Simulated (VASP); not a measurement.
Write the native input for VASP 6.6.1 that does the following.

- Task: single point
- Functional: LDA
- Potentials or basis: VASP PAW LDA potentials, release 64 (W_sv, C, Cl, H)
- Cutoff: 520 eV
- k mesh: 3 × 3 × 1
- Occupations: gaussian, width 0.05 eV
- Spin: no spin polarisation
- Dipole correction: no
- Further INCAR settings: LREAL = Auto; ALGO = Normal; EDIFF = 1e-06; NBANDS = 91

The structure of HW8C8Cl lies in POSCAR:

```
HW8C8Cl
1.0
    5.7868000000      0.0000000000      0.0000000000
   -2.8934000000      5.0115160000      0.0000000000
    0.0000000000      0.0000000000     16.2472500000
W C Cl H
8 8 1 1
Direct
    0.0000000000      0.0000000000      0.0615489000
    0.0010249391      0.0054125218      0.2328576272
    0.0000000000      0.5000000000      0.0615489000
    0.0010198746      0.5022283438      0.2353519656
    0.5000000000      0.0000000000      0.0615489000
    0.5041918427      0.0054241612      0.2328642462
    0.5000000000      0.5000000000      0.0615489000
    0.5019444311      0.5041185671      0.2348869569
    0.3342111367      0.1685175410      0.1422215867
    0.3327471727      0.1658013545      0.3101889662
    0.3334418756      0.6658956585      0.1409103995
    0.3410573291      0.6845562972      0.3012138640
    0.8338771422      0.1678574648      0.1420878653
    0.8336094186      0.1675229955      0.3091714295
    0.8323773895      0.6658930834      0.1409111013
    0.8432528191      0.6845567331      0.3012184723
    0.3506871090      1.2016576545      0.4136209431
    0.8434730595      1.1873478460      0.3764736514
```

These files were run (other wordings do the same):

INCAR

```
PREC = Accurate ; ENCUT = 520
EDIFF = 1E-6 ; ISMEAR = 0
SIGMA = 0.05 ; LREAL = Auto
LASPH = True ; NELM = 60
ALGO = Normal ; ISIF = 2
LWAVE = False ; LCHARG = False
NBANDS = 91
```

KPOINTS

```
regular mesh
0
Gamma
  3 3 1
```

Potentials or basis: VASP PAW LDA potentials, release 64 (W_sv, C, Cl, H).

Launch:

```bash
$ cat potpaw_LDA.64/W_sv/POTCAR potpaw_LDA.64/C/POTCAR potpaw_LDA.64/Cl/POTCAR potpaw_LDA.64/H/POTCAR > POTCAR
$ mpirun -np 1 vasp_std > vasp.out
```

Results of the run:

```json
{
  "Largest force": "0.207 eV/Å",
  "Band gap on the k mesh": "zero (bands 76 and 77 overlap by 0.84 eV)"
}
```

Caveat: the k points lie up to 0.42 Å⁻¹ apart, too coarse for converged energies and pressures of a metal; there is no dipole correction, which matters where the two faces differ; spin-orbit coupling is left out, which moves the levels of the heavy elements.

It took 8.5 min on 1 thread of AMD EPYC 9R45 96-Core Processor (Zen 5), with other jobs on the host, peak memory 0.5 GiB.
